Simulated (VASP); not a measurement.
Input of a VASP 6.6.1 run:

INCAR

```
SYSTEM = Na3HfO
ALGO     = Normal         ! electronic algorithm
EDIFF    = 1E-7           ! SCF threshold, eV
ENCUT    = 520            ! plane-wave cutoff, eV
GGA      = PE             ! functional
ISIF     = 2              ! what is computed and relaxed
ISMEAR   = 0              ! smearing method
LASPH    = .True.         ! aspherical terms in the spheres
LCHARG   = .False.        ! write CHGCAR
LREAL    = .False.        ! projectors in reciprocal space
LWAVE    = .False.        ! write WAVECAR
NBANDS   = 26             ! bands
NELM     = 60             ! most SCF steps
PREC     = Accurate       ! precision mode
SIGMA    = 0.1            ! smearing width, eV
```

The input KPOINTS:

```
k-points
0
Gamma
  4 4 4
  0 0 0
```

Contents of POSCAR:

```
Na3HfO
1.0
    4.0351485600      0.0000000000      0.0000000000
    0.0000000000      4.0351485600      0.0000000000
    0.0000000000      0.0000000000      4.0351485600
Na Hf O
3 1 1
Direct
    0.5000000000      0.0000000000      0.0000000000
    0.0000000000      0.5000000000      0.0000000000
    0.0000000000      0.0000000000      0.5000000000
    0.0000000000      0.0000000000      0.0000000000
    0.5000000000      0.5000000000      0.5000000000
```

Potentials or basis: VASP PAW PBE potentials, release 64 (Na_pv, Hf_pv, O).

Run with:

```bash
$ cat potpaw_PBE.64/Na_pv/POTCAR potpaw_PBE.64/Hf_pv/POTCAR potpaw_PBE.64/O/POTCAR > POTCAR
$ mpirun -np 1 vasp_std > vasp.out
```

(1) Predict the pressure.

Answers

(1) 64.3 GPa.

Caveat: the k points lie up to 0.39 Å⁻¹ apart; an odd number of electrons without spin polarisation forces a metal; a magnetic or distorted state may lie lower.
